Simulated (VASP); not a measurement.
Input of a VASP 6.6.1 run:

File INCAR:

```
SYSTEM = HC4
PREC = Accurate
ENCUT = 520
EDIFF = 1E-6
ISMEAR = -1
SIGMA = 0.05
LREAL = Auto
LASPH = .TRUE.
NELM = 80
ALGO = Normal
ISIF = 2
LWAVE = .FALSE.
LCHARG = .FALSE.
GGA = PS
IBRION = 2
NSW = 45
EDIFFG = -0.08
```

File KPOINTS:

```
Automatic mesh
0
G
  2 2 1
  0 0 0
```

Contents of POSCAR:

```
HC4
1.0
    5.0487420000      0.0000000000      0.0000000000
    2.5243710000      4.3723390000      0.0000000000
    0.0000000000      0.0000000000     16.6764260000
H C
4 16
Selective dynamics
Direct
    0.1666667000      0.1666667000      0.0599649000  F F F
    0.6666667000      0.1666667000      0.0599649000  F F F
    0.1666667000      0.6666667000      0.0599649000  F F F
    0.6666667000      0.6666667000      0.0599649000  F F F
    0.1666667000      0.1666667000      0.1259263000  F F F
    0.6666667000      0.1666667000      0.1259263000  F F F
    0.1666667000      0.6666667000      0.1259263000  F F F
    0.6666667000      0.6666667000      0.1259263000  F F F
   -0.1666667000      0.3333333000      0.1568253000  F F F
    0.3333333000      0.3333333000      0.1568253000  F F F
   -0.1666667000      0.8333333000      0.1568253000  F F F
    0.3333333000      0.8333333000      0.1568253000  F F F
   -0.1666667000      0.3333333000      0.2495223000  T T T
    0.3333333000      0.3333333000      0.2495223000  T T T
   -0.1666667000      0.8333333000      0.2495223000  T T T
    0.3333333000      0.8333333000      0.2495223000  T T T
    0.0000000000      0.0000000000      0.2804213000  T T T
    0.5000000000      0.0000000000      0.2804213000  T T T
    0.0000000000      0.5000000000      0.2804213000  T T T
    0.5000000000      0.5000000000      0.2804213000  T T T
```

Potentials or basis: VASP PAW PBE potentials, release 64 (H, C).

Command:

```sh
$ cat potpaw_PBE.64/H/POTCAR potpaw_PBE.64/C/POTCAR > POTCAR
$ mpirun -np 1 vasp_std > vasp.out
```

Task: Estimate the band gap on the k mesh.

Result: Zero (bands 34 and 35 overlap by 0.10 eV).

Task: What does it give for the energy gained by relaxing?

Result: 102.3 meV/atom.

Step by step:
```
step  energy change (eV)  largest force on free atoms (eV/Å)  pressure (GPa)
   1              0.0000                              4.5954           -2.02
   2             -1.2356                              2.2483           -0.63
   3             -2.0405                              0.0872           -1.26
   4             -2.0402                              0.1293           -1.28
   5             -2.0421                              0.1068           -1.21
   6             -2.0452                              0.0298           -1.01
```

Caveat: the k points lie up to 0.72 Å⁻¹ apart; there is no dipole correction, which matters where the two faces differ; the PAW data sets were made with another functional, which shifts forces and pressure a little.
